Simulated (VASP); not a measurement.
# C (P-1) in VASP: further runs

C is run at these levels: r2SCAN; tasks: single point.

Everything below comes from runs of VASP 6.6.1. Logs are shortened: lines on timing, memory, paths and dates and some standing lists are left out, and cuts for length are marked.

## 1. The cell of the first run

The typed cell holds 2 atoms: a = 3.967 Å, b = 3.566 Å, c = 2.456 Å, α = 80.09°, β = 62.33°, γ = 37.59°.

## 2. Single point, r2SCAN (atom 1 (C) moved by (-0.300, -0.300) A along [1 1 0] and z)

Contents of POSCAR:

```
C
1.0
    0.0000000000      2.1270000000      3.3480000000
    1.2280000000      0.0000000000      3.3480000000
    1.2280000000      2.1270000000      0.0000000000
C
2
Direct
    0.1583736241      0.7520206411      0.0752334025
    0.8333300000      0.1666700000      0.8333300000
```

Contents of INCAR.step1:

```
SYSTEM = C
ALGO = Normal
EDIFF = 1E-4
ENCUT = 520
GGA = PE
ISMEAR = 0
LASPH = .TRUE.
LCHARG = .FALSE.
LREAL = .FALSE.
LWAVE = .TRUE.
NBANDS = 11
NELM = 100
PREC = Accurate
SIGMA = 0.05
```

Contents of INCAR.step2:

```
SYSTEM = C
ALGO = Normal
EDIFF = 1E-6
ENCUT = 520
ISIF = 2
ISMEAR = 0
ISTART = 1
LASPH = .TRUE.
LCHARG = .FALSE.
LMIXTAU = .TRUE.
LREAL = .FALSE.
LWAVE = .FALSE.
METAGGA = R2SCAN
NBANDS = 11
NELM = 100
PREC = Accurate
SIGMA = 0.05
```

Contents of KPOINTS:

```
k-points
0
G
  14 14 14
  0 0 0
```

Potentials or basis: VASP PAW PBE potentials, release 64 (C).

Run with:

```
> cat potpaw_PBE.64/C/POTCAR > POTCAR
> cp INCAR.step1 INCAR
> mpirun -np 1 vasp_std > vasp.out
> cp INCAR.step2 INCAR
> mpirun -np 1 vasp_std > vasp.out
```

OUTCAR:

```text
SYSTEM = C
   EDIFF = 1E-6
   ENCUT = 520
   ISIF = 2
   ISMEAR = 0
   ISTART = 1
   LASPH = .TRUE.
   LREAL = .FALSE.
   METAGGA = R2SCAN
   NELM = 100
   PREC = Accurate

 ion  position               nearest neighbor table
   1  0.158  0.752  0.075-   2 1.26   2 1.40   2 1.74
   2  0.833  0.167  0.833-   1 1.26   1 1.40   1 1.74

  LATTYP: Found a face centered orthorhombic cell.
 ALAT       =     2.4560000000
 B/A-ratio  =     1.7320846906
 C/A-ratio  =     2.7263843648

  Lattice vectors:

 A1 = (   0.0000000000,   2.1270000000,   3.3480000000)
 A2 = (   1.2280000000,   0.0000000000,   3.3480000000)
 A3 = (   1.2280000000,   2.1270000000,   0.0000000000)

Analysis of symmetry for initial positions (statically):
=====================================================================
 Subroutine PRICEL returns:
 Original cell was already a primitive cell.

 Routine SETGRP: Setting up the symmetry group for a
 face centered orthorhombic supercell.

 Subroutine GETGRP returns: Found  2 space group operations
 (whereof  1 operations were pure point group operations)
 out of a pool of  8 trial point group operations.

The static configuration has the point symmetry C_1 .
 The point group associated with its full space group is S_2 .

Analysis of symmetry for dynamics (positions and initial velocities):
=====================================================================
 Subroutine PRICEL returns:
 Original cell was already a primitive cell.

 Routine SETGRP: Setting up the symmetry group for a
 face centered orthorhombic supercell.

 Subroutine GETGRP returns: Found  2 space group operations
 (whereof  1 operations were pure point group operations)
 out of a pool of  8 trial point group operations.

The dynamic configuration has the point symmetry C_1 .
 The point group associated with its full space group is S_2 .

 Subroutine INISYM returns: Found  2 space group operations
 (whereof  1 operations are pure point group operations),
 and found     1 'primitive' translations

----------------------------------------------------------------------------------------

                                     Primitive cell

  volume of cell :      17.4897

  direct lattice vectors                    reciprocal lattice vectors
     0.000000000  2.127000000  3.348000000    -0.407166124  0.235072873  0.149342891
     1.228000000  0.000000000  3.348000000     0.407166124 -0.235072873  0.149342891
     1.228000000  2.127000000  0.000000000     0.407166124  0.235072873 -0.149342891

  length of vectors
     3.966513961  3.566102635  2.456036034     0.493301943  0.493301943  0.493301943

  position of ions in fractional coordinates (direct lattice)
     0.158373624  0.752020641  0.075233402
     0.833330000  0.166670000  0.833330000

  ion indices of the primitive-cell ions
   primitive index   ion index
                 1           1
                 2           2

----------------------------------------------------------------------------------------

 KPOINTS: k-points

Automatic generation of k-mesh.
 Grid dimensions read from file:
 generate k-points for:   14   14   14

 Generating k-lattice:

  Cartesian coordinates                     Fractional coordinates (reciprocal lattice)
    -0.029083295  0.016790919  0.010667349     0.071428571  0.000000000  0.000000000
     0.029083295 -0.016790919  0.010667349     0.000000000  0.071428571  0.000000000
     0.029083295  0.016790919 -0.010667349     0.000000000  0.000000000  0.071428571

  Length of vectors
     0.035235853  0.035235853  0.035235853

  Shift w.r.t. Gamma in fractional coordinates (k-lattice)
     0.000000000  0.000000000  0.000000000

 Subroutine IBZKPT returns following result:
 ===========================================

 Found   1376 irreducible k-points:

 Following reciprocal coordinates:
            Coordinates               Weight
  0.000000  0.000000  0.000000      1.000000
  0.071429  0.000000  0.000000      2.000000
 -0.071429 -0.071429 -0.071429      2.000000
  0.000000  0.000000  0.071429      2.000000
  0.000000  0.071429  0.000000      2.000000
  0.142857  0.000000  0.000000      2.000000
[... 16 lines left out ...]
 -0.428571 -0.428571 -0.428571      2.000000
  0.000000 -0.000000  0.428571      2.000000
 [... further k-points ...]
   k-points           NKPTS =   1376   k-points in BZ     NKDIM =   1376   number of bands    NBANDS=     11
   number of dos      NEDOS =    301   number of ions     NIONS =      2
   total plane-waves  NPLWV =  15120
   dimension x,y,z NGX =    30 NGY =   28 NGZ =   18
   dimension x,y,z NGXF=    60 NGYF=   56 NGZF=   36
   ions per type =               2
   NGX,Y,Z   is equivalent  to a cutoff of  12.57, 13.05, 12.18 a.u.
   NGXF,Y,Z  is equivalent  to a cutoff of  25.15, 26.11, 24.37 a.u.
 SYSTEM =  C
   PREC   = accura    normal or accurate (medium, high low for compatibility)
   ISTART =      1    job   : 0-new  1-cont  2-samecut
   ICHARG =      0    charge: 1-file 2-atom 10-const
   ISPIN  =      1    spin polarized calculation?
   LNONCOLLINEAR =      F non collinear calculations
   LSORBIT =      F    spin-orbit coupling
   LASPH  =      T    aspherical Exc in radial PAW
   ENCUT  =  520.0 eV  38.22 Ry    6.18 a.u.   7.38  6.63  4.57*2*pi/ulx,y,z
   NELM   =    100;   NELMIN=  2; NELMDL=  0     # of ELM steps
   EDIFF  = 0.1E-05   stopping-criterion for ELM
   LREAL  =      F    real-space projection
   EDIFFG = 0.1E-04   stopping-criterion for IOM
   NSW    =      0    number of steps for IOM
   IBRION =     -1    ionic relax: 0-MD 1-quasi-New 2-CG
   NFREE  =      0    steps in history (QN), initial steepest desc. (CG)
   ISIF   =      2    stress and relaxation
   ISYM   =      2    0-nonsym 1-usesym 2-fastsym
   POTIM  = 0.5000    time-step for ionic-motion
   TEBEG  =    0.0;   TEEND  =   0.0 temperature during run
   PSTRESS=    0.0 pullay stress
   NELECT =       8.0000    total number of electrons
   NUPDOWN=      -1.0000    fix difference up-down
   EMIN   =  10.00;   EMAX   =-10.00  energy-range for DOS
   EFERMI =   0.00;   METHOD = LEGACY
   ISMEAR =     0;   SIGMA  =   0.05  broadening in eV -4-tet -1-fermi 0-gaus
   EFERMI_NEDOS =   21; number of points for ismear=-14 and -15
   IALGO  =     38    algorithm
   IMIX   =      4    mixing-type and parameters
     AMIX     =   0.40;   BMIX     =  1.00
     AMIX_MAG =   1.60;   BMIX_MAG =  1.00
  volume/ion in A,a.u.               =       8.74        59.01
  Fermi-wavevector in a.u.,A,eV,Ry     =   1.261376  2.383654 21.647797  1.591068
  Thomas-Fermi vector in A             =   2.394838
   LORBIT       =      0    0 simple, 1 ext, 2 COOP (PROOUT), +10 PAW based schemes
   METAGGA = R2SCAN    functional components
   LHFCALC =     F    Hartree Fock is set to
   AEXX    =    0.0000 exact exchange contribution
   IVDW    =     0    specifies the selected vdW correction
   LEPSILON=     F    determine dielectric tensor
   LRPA    =     F    only Hartree local field effects (RPA)
 non-spin polarized calculation
 Gauss-broadening in eV      SIGMA  =   0.05
  energy-cutoff  :      520.00
  volume of cell :       17.49
 maximum number of plane-waves:       499
 NGX is ok and might be reduce to    30
   NGX = 15   NGY = 13   NGZ =  9

 number of electron       8.0000000 magnetization

 Free energy of the ion-electron system (eV)
  ---------------------------------------------------
  ext. energy  EPLUGINS =         0.00000000
  ---------------------------------------------------
  free energy    TOTEN  =       -17.54373359 eV

  energy without entropy =      -17.54328325  energy(sigma->0) =      -17.54350842

 E-fermi :   4.8232     XC(G=0): -11.2446

 val. band max:        4.8165380592   @ k =  -0.1429   0.2143   0.3571
 cond. band min:       4.8273189397   @ k =   0.1429   0.0000   0.0000
 fundamental gap:      0.0107808804
 Fermi energy:         4.8232354234

 k-point     1 :       0.0000    0.0000    0.0000
  band No.  band energies     occupation
      1     -16.2985      2.00000
      2      -2.2604      2.00000
      3      -1.7801      2.00000
      4       6.6242      0.00000
      5       8.0332      0.00000
      6       8.0973      0.00000
      7      16.9108      0.00000
      8      18.7573      0.00000
      9      19.6336      0.00000
     10      27.7275      0.00000
     11      30.1181      0.00000

 k-point     2 :       0.0714    0.0000    0.0000
  band No.  band energies     occupation
      1     -16.1693      2.00000
      2      -2.3138      2.00000
      3      -1.8897      2.00000
      4       6.1418      0.00000
      5       7.7534      0.00000
      6       8.5674      0.00000
      7      17.3501      0.00000
      8      18.2105      0.00000
      9      19.9229      0.00000
     10      27.8697      0.00000
     11      29.4268      0.00000

 k-point     3 :      -0.0714   -0.0714   -0.0714
  band No.  band energies     occupation
      1     -16.1641      2.00000
      2      -2.1798      2.00000
      3      -1.8945      2.00000
      4       5.2244      0.00000
      5       7.5433      0.00000
      6       9.7430      0.00000
      7      17.0791      0.00000
      8      18.5462      0.00000
      9      19.8753      0.00000
     10      28.1059      0.00000
     11      28.6710      0.00000
[... 267 lines left out ...]
 k-point    23 :      -0.4286   -0.4286   -0.4286
  band No.  band energies     occupation
      1     -12.0222      2.00000
      2      -6.4055      2.00000
      3      -3.4810      2.00000
      4       0.4795      2.00000
      5       7.9902      0.00000
      6      11.5875      0.00000
      7      17.8776      0.00000
      8      18.8238      0.00000
      9      23.4297      0.00000
     10      23.6451      0.00000
     11      25.0606      0.00000

 k-point    24 :       0.0000   -0.0000    0.4286
  band No.  band energies     occupation
      1     -12.0207      2.00000
      2      -6.4050      2.00000
      3      -3.4705      2.00000
      4       0.2151      2.00000
      5       9.9074      0.00000
      6      11.5770      0.00000
      7      13.7888      0.00000
      8      20.2710      0.00000
      9      21.8185      0.00000
     10      23.9959      0.00000
     11      28.9717      0.00000

 [... further k-points ...]

------------------------ aborting loop because EDIFF is reached ----------------------------------------

  FORCE on cell =-STRESS in cart. coord.  units (eV):
  Direction    XX          YY          ZZ          XY          YZ          ZX
  --------------------------------------------------------------------------------------
  -------------------------------------------------------------------------------------
  Total        1.7998841      6.0452294     -0.8205851     -0.7868409     -2.5058560     -0.8893080
  in kB      164.8822150    553.7861190    -75.1714478    -72.0802385   -229.5542755    -81.4669527
  external PRESSURE =     214.4989621 kB  Pullay stress =       0.0000000 kB

 VOLUME and BASIS-vectors are now :
 -----------------------------------------------------------------------------
  energy-cutoff  :      520.00
  volume of cell :       17.49
      direct lattice vectors                 reciprocal lattice vectors
     0.000000000  2.127000000  3.348000000    -0.407166124  0.235072873  0.149342891
     1.228000000  0.000000000  3.348000000     0.407166124 -0.235072873  0.149342891
     1.228000000  2.127000000  0.000000000     0.407166124  0.235072873 -0.149342891

 POSITION                                       TOTAL-FORCE (eV/Angst)
 -----------------------------------------------------------------------------------
      1.01587      0.49688      3.04800         3.078720      8.464633      2.739311
      1.22800      3.54499      3.34800        -3.078720     -8.464633     -2.739311
 -----------------------------------------------------------------------------------
    total drift:                                0.000004      0.000001      0.000002

  FREE ENERGIE OF THE ION-ELECTRON SYSTEM (eV)
  ---------------------------------------------------
  free  energy   TOTEN  =       -17.5437335885 eV

  energy  without entropy=      -17.5432832476  energy(sigma->0) =      -17.54350842
```

It took 11 min on 1 thread of Intel Xeon 6975P-C (Granite Rapids), shared host; peak memory 0.31 GiB.

Results:

```
Free energy            : -17.5437 eV
Pressure               : 21.4 GPa
Largest force          : 9.414 eV/Å
Band gap on the k mesh : zero (bands 4 and 5 overlap by 3.90 eV)
```

Forces on the atoms (eV/Å):
```
C    3.079  8.465  2.739
C   -3.079 -8.465 -2.739
```

Stress tensor (GPa, compression positive):
```
 16.49  -7.21  -8.15
 -7.21  55.38 -22.96
 -8.15 -22.96  -7.52
```

Caveat: the cell differs from its parent crystal (atom 1 (C) moved by (-0.300, -0.300) A along [1 1 0] and z); the stress differs along the axes, from -8 to 55 GPa; the PAW data sets were made with another functional, which shifts forces and pressure a little.

## 3. Single point, r2SCAN (atom 1 (C) moved by (+0.300, -0.300) A along [1 1 0] and z)

POSCAR: that of step 2 with these lines changed.

```diff
@@ -8,3 +8,3 @@
 Direct
-    0.1583736241      0.7520206411      0.0752334025
+    0.0853606411      0.8250336241      0.3477123322
     0.8333300000      0.1666700000      0.8333300000
```

Contents of INCAR.step1:

```
PREC     = Accurate       # precision mode
ENCUT    = 520            # plane-wave cutoff, eV
ISMEAR   = 0              # smearing method
SIGMA    = 0.05           # smearing width, eV
LREAL    = False          # projectors in reciprocal space
LASPH    = True           # aspherical terms in the spheres
NELM     = 60             # most SCF steps
NBANDS   = 11             # bands
GGA      = PE             # functional
ALGO     = Normal         # electronic algorithm
EDIFF    = 1E-4           # SCF threshold, eV
LWAVE    = True           # write WAVECAR
LCHARG   = False          # write CHGCAR
```

Contents of INCAR.step2:

```
PREC     = Accurate       # precision mode
ENCUT    = 520            # plane-wave cutoff, eV
EDIFF    = 1E-7           # SCF threshold, eV
ISMEAR   = 0              # smearing method
SIGMA    = 0.05           # smearing width, eV
LREAL    = False          # projectors in reciprocal space
LASPH    = True           # aspherical terms in the spheres
NELM     = 60             # most SCF steps
ALGO     = Normal         # electronic algorithm
ISIF     = 2              # what is computed and relaxed
LWAVE    = False          # write WAVECAR
LCHARG   = True           # write CHGCAR
METAGGA  = R2SCAN         # meta-GGA
LMIXTAU  = True         
LELF     = True           # ELF
LVHAR    = True         
NBANDS   = 11             # bands
ISTART   = 1
```

Contents of KPOINTS:

```
regular mesh
0
Gamma
  14 14 14
```

Potentials or basis: VASP PAW PBE potentials, release 64 (C).

Run with:

```
> cat potpaw_PBE.64/C/POTCAR > POTCAR
> cp INCAR.step1 INCAR
> mpirun -np 1 vasp_std > vasp.out
> cp INCAR.step2 INCAR
> mpirun -np 1 vasp_std > vasp.out
```

Wall time 12 min (1 thread of Intel Xeon 6975P-C (Granite Rapids), shared host); peak memory 0.31 GiB.

It converged, with:

| Property | Result |
| --- | --- |
| Free energy | -16.6722 eV |
| Pressure | 39.8 GPa |
| Largest force | 19.197 eV/Å |
| Band gap on the k mesh | zero (bands 4 and 5 overlap by 3.59 eV) |

Forces on the atoms (eV/Å):
```
C   -16.448  -9.787   1.481
C    16.448   9.787  -1.481
```

Stress tensor (GPa, compression positive):
```
92.71 43.25 45.90
43.25 30.24 27.37
45.90 27.37 -3.50
```

Levels at points of the mesh, in eV from the Fermi level:
| k point | band 2 | band 3 | band 4 | band 5 | band 6 | band 7 |
| --- | --- | --- | --- | --- | --- | --- |
| (0.00, 0.00, 0.00) | -7.26 | -6.43 | 1.94 | 2.73 | 2.96 | 9.99 |
| (0.50, 0.00, 0.00) | -13.21 | -5.57 | -3.49 | 1.16 | 3.83 | 13.36 |
| (0.50, 0.50, 0.50) | -14.00 | -5.21 | -2.47 | -0.37 | 8.36 | 11.38 |
| (0.00, 0.00, 0.50) | -14.00 | -5.21 | -1.59 | -1.54 | 8.45 | 11.83 |
| (0.00, 0.50, 0.00) | -13.21 | -5.54 | -4.04 | 2.75 | 3.94 | 10.55 |
| (0.50, 0.50, 0.00) | -9.49 | -6.38 | 2.05 | 2.99 | 9.17 | 9.59 |
| (0.50, 0.00, 0.50) | -12.57 | -7.18 | -3.49 | 3.73 | 5.23 | 11.63 |
| (0.00, 0.50, 0.50) | -12.34 | -7.16 | -4.97 | 2.27 | 4.92 | 12.59 |

Caveat: the cell differs from its parent crystal (atom 1 (C) moved by (+0.300, -0.300) A along [1 1 0] and z); the stress differs along the axes, from -4 to 93 GPa; the PAW data sets were made with another functional, which shifts forces and pressure a little.
